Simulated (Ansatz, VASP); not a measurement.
InP in VASP and in Ansatz

File INCAR:

```
SYSTEM = InP
PREC = Accurate
ENCUT = 450
EDIFF = 1E-7
ISMEAR = 0
SIGMA = 0.02
LREAL = .FALSE.
LASPH = .TRUE.
NELM = 120
ALGO = Normal
ISIF = 2
LWAVE = .FALSE.
LCHARG = .FALSE.
GGA = PS
IBRION = 2
NSW = 60
EDIFFG = -0.002
GGA_COMPAT = .FALSE.
NELMIN = 4
```

File KPOINTS:

```
Automatic mesh
0
G
  10 10 10
  0 0 0
```

Contents of POSCAR:

```
InP
1.0
    0.0000000000      2.9097962392      2.9568232491
    2.9097962392      0.0000000000      2.9568232491
    2.9097962392      2.9097962392      0.0000000000
In P
1 1
Direct
    0.0000000000      0.0000000000      0.0000000000
    0.2500000000      0.2500000000      0.2500000000
```

Input for Ansatz:

```yaml
crystal:
  lattice:
    - [0.0, 2.909796238, 2.9568232479]
    - [2.909796238, 0.0, 2.9568232479]
    - [2.909796238, 2.909796238, 0.0]
  atoms:
    - { symbol: In, position: [0.0, 0.0, 0.0] }
    - { symbol: P, position: [0.25, 0.25, 0.25] }
basis:
  ecutwfc: 600.0
kpoints:
  mp_grid: { grid: [10, 10, 10] }
hamiltonian:
  xc: pbesol
  pseudopotentials: { kind: paw }
scf:
  occupations: { method: gaussian, width: 0.02 }
output:
  forces: true
  stress: true
  eigenvalues: true
relax:
  adjacent_minimum: "off"
  f_tol: 0.002
  max_steps: 40
```

Change from the starting cell: strained cell.

Alike in both runs: task relaxation of the atoms; functional PBEsol; k mesh 10 × 10 × 10; occupations gaussian, width 0.02 eV; no spin polarisation.

```csv
,VASP,Ansatz
version,VASP 6.6.1,Ansatz 0.2.0
potentials or method,"VASP PAW PBE potentials, release 64 (In_d, P), cutoff 450 eV","scalar-relativistic, plane waves, PAW"
valence electrons in the cell,18,18
```

```csv
,VASP,Ansatz,Ansatz less VASP
"gap on the k mesh at the Fermi level, each at its own relaxed structure (eV)",0.62,0.62,+0.001
```

VASP's potentials were made for PBE, not for PBEsol. Ansatz's warnings: stress scf threshold loose.

Noted on VASP's run: the relaxation stopped at its first step, so nothing moved.
